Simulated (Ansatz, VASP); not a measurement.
# Zr in VASP and in Ansatz

```
Zr
1.0
     3.14397    0.00000    0.00000
    -1.57198    2.72275    0.00000
     0.00000    0.00000    5.08946
Zr
2
Direct
  0.33333 0.66667 0.25000
  0.66667 0.33333 0.75000
```

Alike in both runs: task single point; functional LDA; k mesh 12 × 12 × 6; occupations methfessel-paxton of order 1, width 0.2 eV; no spin polarisation.

|  | VASP | Ansatz |
| --- | --- | --- |
| version | VASP 6.6.1 | Ansatz 0.2.0 |
| potentials or method | VASP PAW LDA potentials, release 64 (Zr_sv), cutoff 520 eV | plane waves (420 eV) with PAW, scalar-relativistic |
| valence electrons in the cell | 24 | 24 |

Ansatz gave:

| Quantity | Value |
| --- | --- |
| pressure (GPa) | 0.0 |
| traceless stress, the component that is largest in VASP (GPa) | -0.39 |

Q: What did VASP give for the same quantities?

A: Pressure (GPa): 0.1; traceless stress, the component that is largest in VASP (GPa): -0.35.

Ansatz warns that its potentials were made for another functional, while VASP's fit it. LDA's correlation is that of Perdew and Zunger in VASP and of Perdew and Wang (1992) in Ansatz.
